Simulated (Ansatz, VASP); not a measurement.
**Two plane-wave programs on W**

Contents of INCAR:

```
SYSTEM = W
PREC = Accurate ; ENCUT = 520
EDIFF = 1E-6 ; ISMEAR = -1
SIGMA = 0.1 ; LREAL = .False.
LASPH = .True. ; NELM = 80
ALGO = Normal ; ISIF = 2
LWAVE = .False. ; LCHARG = .True.
GGA = B5 ; ALDAX = 1.0
AGGAX = 1.0 ; AGGAC = 1.0
ALDAC = 0.0 ; LELF = .True.
LVHAR = .True. ; NBANDS = 21
```

File KPOINTS:

```
regular mesh
0
Gamma
  10 10 10
  0 0 0
```

Contents of POSCAR:

```
W
1.0
    0.0000000000      2.8340334413      2.8340334413
    2.8340334413      0.0000000000      2.8340334413
    2.8340334413      2.8340334413      0.0000000000
W
2
Direct
    0.1250000000      0.1250000000      0.1250000000
    0.8750000000      0.8750000000      0.8750000000
```

Input for Ansatz:

```yaml
crystal:
  lattice:
    - [0.0, 2.8340334413, 2.8340334413]
    - [2.8340334413, 0.0, 2.8340334413]
    - [2.8340334413, 2.8340334413, 0.0]
  atoms:
    - { symbol: W, position: [0.125, 0.125, 0.125] }
    - { symbol: W, position: [0.875, 0.875, 0.875] }
hamiltonian:
  xc: blyp
  pseudopotentials:
    kind: paw
    azcp:
      W: "pseudopotentials/W.paw.azcp"
basis:
  ecutwfc: 420
  fft_grid_basis: typed
kpoints:
  mp_grid: { grid: [10, 10, 10], shift: [0, 0, 0] }
magnetization:
  spin_polarized: false
scf:
  occupations: { method: fermi_dirac, width: 0.1 }
  lower_state_search: "off"
output:
  stress: true
  write_density: true
  write_potential: true
  elf: true
  volumetric_format: npy
```

Alike in both runs: task single point; functional BLYP; k mesh 10 × 10 × 10; occupations fermi-dirac, width 0.1 eV; no spin polarisation.

|  | VASP | Ansatz |
| --- | --- | --- |
| version | VASP 6.6.1 | Ansatz 0.2.0 |
| potentials or method | VASP PAW PBE potentials, release 64 (W_sv), cutoff 520 eV | plane waves (420 eV) with PAW, scalar-relativistic |
| valence electrons in the cell | 28 | 28 |

|  | VASP | Ansatz | Ansatz less VASP |
| --- | --- | --- | --- |
| pressure (GPa) | 19.3 | 17.8 | -1.42 |

VASP's potentials were made for PBE, not for BLYP.

Spin-orbit coupling is off throughout.
